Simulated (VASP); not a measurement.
# Mg: single point with r2SCAN

Crystal: Mg.

```
Mg
1.0
     3.17926    0.00000    0.00000
    -1.58963    2.75332    0.00000
     0.00000    0.00000    5.15689
Mg
2
Direct
  0.33333 0.66667 0.25000
  0.66667 0.33333 0.75000
```

* Program: VASP 6.6.1
* Task: single point
* Functional: r2SCAN
* Potentials or basis: VASP PAW PBE potentials, release 64 (Mg)
* Cutoff: 520 eV
* k mesh: 11 × 11 × 6
* Occupations: methfessel-paxton, width 0.6 eV
* Spin: no spin polarisation
* Dipole correction: no
* Further INCAR settings: ALGO = Normal; EDIFF = 1e-06; NBANDS = 9

The pressure is -0.3 GPa and the band gap on the k mesh is zero (bands 2 and 3 overlap by 2.07 eV).

Levels at points of the mesh, in eV from the Fermi level:
```tsv
k point	band 1	band 2	band 3	band 4	band 5	band 6
(0.00, 0.00, 0.00)	-7.49	-1.95	-1.21	11.77	11.77	11.96
(0.00, 0.00, 0.50)	-5.99	-5.99	5.44	5.44	12.53	12.53
```

Wall time 110 s on 1 thread of AMD EPYC 7R13, with other jobs on the host, peak memory 0.15 GiB.

Caveat: so wide a smearing shifts energies and pressures; the PAW data sets were made with another functional, which shifts forces and pressure a little.
